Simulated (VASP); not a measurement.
Input of a VASP 6.6.1 run:

Contents of INCAR:

```
ALGO = Normal
EDIFF = 1E-7
ENCUT = 520
GGA = PE
ISIF = 2
ISMEAR = 0
LASPH = T
LCHARG = F
LREAL = F
LWAVE = F
NBANDS = 34
NELM = 60
PREC = Accurate
SIGMA = 0.1
```

KPOINTS

```
k-points
0
Gamma
  4 4 4
```

POSCAR

```
ZrPbO4
1.0
    0.0000000000      3.3058837880      3.3058837880
    3.3058837880      0.0000000000      3.3058837880
    3.3058837880      3.3058837880      0.0000000000
Zr Pb O
1 1 4
Direct
    0.7500000000      0.7500000000      0.7500000000
    0.5000000000      0.5000000000      0.5000000000
    0.6295304734      0.1234898422      0.1234898422
    0.1234898422      0.6295304734      0.1234898422
    0.1234898422      0.1234898422      0.6295304734
    0.1234898422      0.1234898422      0.1234898422
```

Potentials or basis: VASP PAW PBE potentials, release 64 (Zr_sv, Pb_d, O).

Command:

```sh
$ cat potpaw_PBE.64/Zr_sv/POTCAR potpaw_PBE.64/Pb_d/POTCAR potpaw_PBE.64/O/POTCAR > POTCAR
$ mpirun -np 1 vasp_std > vasp.out
```

Predict the largest force.

0.003 eV/Å.

Estimate the band gap on the k mesh.

zero (band 25 reaches 8.25 eV, above the bottom of band 26 at 7.78 eV).

Forces on the atoms (eV/Å):
```
Zr   0.000  0.000  0.000
Pb   0.000  0.000  0.000
O   -0.002  0.002  0.002
O    0.002 -0.002  0.002
O    0.002  0.002 -0.002
O   -0.002 -0.002 -0.002
```

Caveat: the k points lie up to 0.41 Å⁻¹ apart; spin-orbit coupling is left out, which moves the levels of the heavy elements.
